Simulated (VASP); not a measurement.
Y4GeS3, 24 atoms in the cell. The cell holds an amorphous packing of atoms, 24 atoms: a = 8.558 Å, b = 8.293 Å, c = 8.519 Å, α = 86.68°, β = 94.90°, γ = 89.45°. 

- Program: VASP 6.6.1
- Task: single point
- Functional: PBE
- Potentials or basis: VASP PAW PBE potentials, release 64 (Y_sv, Ge_d, S)
- Cutoff: 520 eV
- k mesh: 1 × 1 × 1, shifted
- Occupations: fermi-dirac, width 0.1896 eV
- Spin: no spin polarisation
- Dipole correction: no
- Further INCAR settings: LREAL = Auto; ALGO = Normal; EDIFF = 1e-07; NBANDS = 132; ISYM = 0

Potentials or basis: VASP PAW PBE potentials, release 64 (Y_sv, Ge_d, S).

Launch:

```sh
$ cat potpaw_PBE.64/Y_sv/POTCAR potpaw_PBE.64/Ge_d/POTCAR potpaw_PBE.64/S/POTCAR > POTCAR
$ mpirun -np 1 vasp_std > vasp.out
```

Hardware: 1 thread of Oxide Virtual Turin-like Processor, on a shared host.

**Question.** Estimate the wall time of this run.

**Answer.** Run time: 4.1 min on 1 thread of Oxide Virtual Turin-like Processor, with other jobs on the host, peak memory 0.56 GiB. Counts: scf iterations 24, k points 1.
